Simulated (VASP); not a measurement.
A run of VASP 6.6.1 is set up as follows.

The input INCAR:

```
SYSTEM = Ta
ALGO     = Normal         ! electronic algorithm
EDIFF    = 1E-6           ! SCF threshold, eV
ENCUT    = 520            ! plane-wave cutoff, eV
GGA      = PE             ! functional
ISIF     = 2              ! what is computed and relaxed
ISMEAR   = -1             ! smearing method
LASPH    = .TRUE.         ! aspherical terms in the spheres
LCHARG   = .FALSE.        ! write CHGCAR
LREAL    = .FALSE.        ! projectors in reciprocal space
LWAVE    = .FALSE.        ! write WAVECAR
NBANDS   = 12             ! bands
NELM     = 60             ! most SCF steps
PREC     = Accurate       ! precision mode
SIGMA    = 0.1            ! smearing width, eV
```

The input KPOINTS:

```
k-points
0
G
  13 13 13
  0 0 0
```

Contents of POSCAR:

```
Ta
1.0
    0.0000000000      2.1115012946      2.1115012946
    2.1115012946      0.0000000000      2.1115012946
    2.1115012946      2.1115012946      0.0000000000
Ta
1
Direct
    0.0000000000      0.0000000000      0.0000000000
```

Potentials or basis: VASP PAW PBE potentials, release 64 (Ta_pv).

Run with:

```bash
$ cat potpaw_PBE.64/Ta_pv/POTCAR > POTCAR
$ mpirun -np 1 vasp_std > vasp.out
```

Question: Estimate the pressure.

Answer: 0.0 GPa.
